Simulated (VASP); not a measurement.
Set up this calculation in VASP 6.6.1, as the native input.

```
Task                   : single point
Functional             : PBE
Potentials or basis    : VASP PAW PBE potentials, release 64 (Pb_d, S)
Cutoff                 : 520 eV
k mesh                 : 10 × 10 × 10
Occupations            : gaussian, width 0.03 eV
Spin                   : no spin polarisation
Dipole correction      : no
Further INCAR settings : ALGO = Normal; EDIFF = 1e-06; NBANDS = 17
```

The structure of PbS lies in POSCAR:

```
PbS
1.0
    0.0000000000      2.9650000000      3.0539500000
    2.9650000000      0.0000000000      3.0539500000
    2.9650000000      2.9650000000      0.0000000000
Pb S
1 1
Direct
    0.0000000000      0.0000000000      0.0000000000
    0.5000000000      0.5000000000      0.5000000000
```

This cell differs from its parent crystal: strain +0.000 along x and y, +0.030 along z.

One way to write it, as run:

INCAR

```
  ALGO = Normal
  EDIFF = 1E-6
  ENCUT = 520
  GGA = PE
  ISIF = 2
  ISMEAR = 0
  LASPH = True
  LCHARG = False
  LREAL = False
  LWAVE = False
  NBANDS = 17
  NELM = 100
  PREC = Accurate
  SIGMA = 0.03
```

KPOINTS

```
k-points
0
Gamma
  10 10 10
```

Potentials or basis: VASP PAW PBE potentials, release 64 (Pb_d, S).

Launch:

```sh
$ cat potpaw_PBE.64/Pb_d/POTCAR potpaw_PBE.64/S/POTCAR > POTCAR
$ mpirun -np 1 vasp_std > vasp.out
```

It gave:

| Item | Value |
| --- | --- |
| Pressure | 0.6 GPa |
| Band gap on the k mesh | 0.44 eV, direct |

Caveat: the cell differs from its parent crystal (strain +0.000 along x and y, +0.030 along z); spin-orbit coupling is left out, which moves the levels of the heavy elements.

Run time: 59 s on 1 thread of AMD EPYC 9R45 (Zen 5) (shared host), peak memory 0.2 GiB.
